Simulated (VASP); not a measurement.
Runs of VASP 6.6.1 on LuBeSi4. The structure is that of space group P-3m1 (No. 164), or close to it. The cells are those of the table. 

| task | cell | k mesh | cutoff (eV) | gap on the mesh (eV) | pressure (GPa) | largest force (eV/Å) |
| --- | --- | --- | --- | --- | --- | --- |
| single point | a = 3.056, b = 3.056, c = 11.721 Å, angles 90.0, 90.0, 120.0°, 6 atoms | 6 × 6 × 2 | 520 | none | 0.3 | 0.03 |
| relaxation of cell and atoms | relaxed from a = 3.044, b = 3.044, c = 11.515 Å, angles 90.0, 90.0, 120.0°, 6 atoms | 6 × 6 × 2 | 600 | - | 0.1 | 0.02 |
| single point | a = 3.115, b = 3.115, c = 11.470 Å, angles 90.0, 90.0, 120.0°, 6 atoms | 12 × 12 × 4 | 520 | none | 0.1 | 0.02 |
| single point | a = 3.044, b = 3.044, c = 11.515 Å, angles 90.0, 90.0, 120.0°, 6 atoms | 6 × 6 × 2 | 520 | none | 32.6 | (a) |

Alike in all rows: level PBE; potentials or basis VASP PAW PBE potentials, release 64 (Lu, Be, Si); no spin polarisation; smearing gaussian 0.1 eV.

Task: Fill in the values left out.

Result: (a) 8.91.

Caveats: some runs use coarse meshes; spin-orbit coupling is left out, which moves the levels of the heavy elements; the bands computed are all filled at some k points, so no gap is given (some runs); forces of over 1 eV/Å act on the atoms, so gaps and moduli don't describe the material at rest (some runs).

A k mesh can miss the band edges, and the runs leave out spin-orbit coupling on Lu.

A gap of «none» marks levels without a gap at the run's occupations.
